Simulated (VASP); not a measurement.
Input of a VASP 6.6.1 run:

The input INCAR:

```
SYSTEM = Si3N4
ALGO = Normal ; EDIFF = 1E-7
EDIFFG = -0.02 ; ENCUT = 520
GGA = PE ; IBRION = 2
ISIF = 2 ; ISMEAR = -1
KPAR = 4 ; LASPH = .TRUE.
LCHARG = .FALSE. ; LREAL = .FALSE.
LWAVE = .FALSE. ; NELM = 100
NSW = 80 ; PREC = Accurate
SIGMA = 0.02
```

The input KPOINTS:

```
k-points
0
G
  4 4 9
  0 0 0
```

File POSCAR:

```
Si3N4
1.0
    7.7172351789      0.0000000000      0.0000000000
   -3.8586175894      6.6833217119      0.0000000000
    0.0000000000      0.0000000000      2.9517386071
Si N
6 8
Direct
    0.1740483666      0.7679428916      0.2500000000
    0.4061054750      0.1740483666      0.7500000000
    0.2320571084      0.4061054750      0.2500000000
    0.8259516334      0.2320571084      0.7500000000
    0.5938945250      0.8259516334      0.2500000000
    0.7679428916      0.5938945250      0.7500000000
    0.3333333333      0.6666666667      0.2500000000
    0.6666666667      0.3333333333      0.7500000000
    0.3297879503      0.0300001295      0.2500000000
    0.2997878208      0.3297879503      0.7500000000
    0.9699998705      0.2997878208      0.2500000000
    0.6702120497      0.9699998705      0.7500000000
    0.7002121792      0.6702120497      0.2500000000
    0.0300001295      0.7002121792      0.7500000000
```

Potentials or basis: VASP PAW PBE potentials, release 64 (Si, N).

Command:

```console
$ cat potpaw_PBE.64/Si/POTCAR potpaw_PBE.64/N/POTCAR > POTCAR
$ mpirun -np 4 vasp_std > vasp.out
```

Q: Predict the band gap on the k mesh.

A: 4.15 eV (least direct gap 4.33 eV).

Q: Predict the energy gained by relaxing.

A: 0.4 meV/atom.

Final structure:
```
Si N
1.0
     7.71724    0.00000    0.00000
    -3.85862    6.68332    0.00000
     0.00000    0.00000    2.95174
Si N
6 8
Direct
  0.17612 0.77018 0.25000
  0.40594 0.17612 0.75000
  0.22982 0.40594 0.25000
  0.82388 0.22982 0.75000
  0.59406 0.82388 0.25000
  0.77018 0.59406 0.75000
  0.33333 0.66667 0.25000
  0.66667 0.33333 0.75000
  0.33025 0.03216 0.25000
  0.29809 0.33025 0.75000
  0.96784 0.29809 0.25000
  0.66975 0.96784 0.75000
  0.70191 0.66975 0.25000
  0.03216 0.70191 0.75000
```

A k mesh can miss the band edges.
